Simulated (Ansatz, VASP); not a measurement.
**Mg5Se2: VASP beside Ansatz**

```
CELL_PARAMETERS angstrom
3.76796 0.00000 0.00000
-1.88398 3.26315 0.00000
0.00000 0.00000 13.62969
ATOMIC_POSITIONS crystal
Mg 0.00000 0.00000 0.00000
Mg 0.66667 0.33333 0.23825
Mg 0.33333 0.66667 0.76175
Mg 0.66667 0.33333 0.58758
Mg 0.33333 0.66667 0.41242
Se 0.66667 0.33333 0.88141
Se 0.33333 0.66667 0.11859
```

Alike in both runs: functional PBE; k mesh 5 × 5 × 2; occupations gaussian, width 0.2 eV; no spin polarisation.

Ansatz relaxed the structure, and its values are those at the end. VASP's run is a single point on that final structure, the one shown.

|  | VASP | Ansatz |
| --- | --- | --- |
| version | VASP 6.6.1 | Ansatz 0.2.0 |
| potentials or method | VASP PAW PBE potentials, release 64 (Mg, Se), cutoff 520 eV | scalar-relativistic, plane waves, PAW |
| valence electrons in the cell | 22 | 82 |

|  | VASP | Ansatz | Ansatz less VASP |
| --- | --- | --- | --- |
| gap on the k mesh at the Fermi level (eV) | none | none | - |
| pressure (GPa) | 0.0 | 0.1 | +0.09 |
| rms of the force components (eV/Å) | 0.026 | 0.026 | +0.0003 |

A gap of «none» marks a metal or a gap that the smearing closes. VASP's potentials hold 22 valence electrons a cell and Ansatz's 82, so a difference there can come from the potentials and not from the codes.

The k mesh is coarse, so the values compare programs but aren't converged.
